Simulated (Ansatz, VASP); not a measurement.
**NaI in VASP and in Ansatz**

```
Na I
1.0
     0.00000    3.22963    3.22963
     3.22963    0.00000    3.22963
     3.22963    3.22963    0.00000
Na I
1 1
Direct
  0.00000 0.00000 0.00000
  0.50000 0.50000 0.50000
```

Alike in both runs: task single point; functional r2SCAN; k mesh 6 × 6 × 6; occupations methfessel-paxton of order 1, width 0.5 eV; no spin polarisation.

|  | VASP | Ansatz |
| --- | --- | --- |
| version | VASP 6.6.1 | Ansatz 0.2.0 |
| potentials or method | VASP PAW PBE potentials, release 64 (Na_pv, I) | plane waves |
| plane-wave cutoff (eV) | 520 | 500 |
| valence electrons in the cell | 14 | 26 |

Ansatz gave:

| Property | Result |
| --- | --- |
| pressure (GPa) | 0.0 |

Task: What did VASP give for the same quantities?

Result: Pressure (GPa): -0.2.

VASP's potentials were made for PBE, not for r2SCAN. With one functional, cell and mesh, what is left measures potentials, basis and numerics. VASP's potentials hold 14 valence electrons a cell and Ansatz's 26, so a difference there can come from the potentials and not from the codes.

Spin-orbit coupling is off throughout.
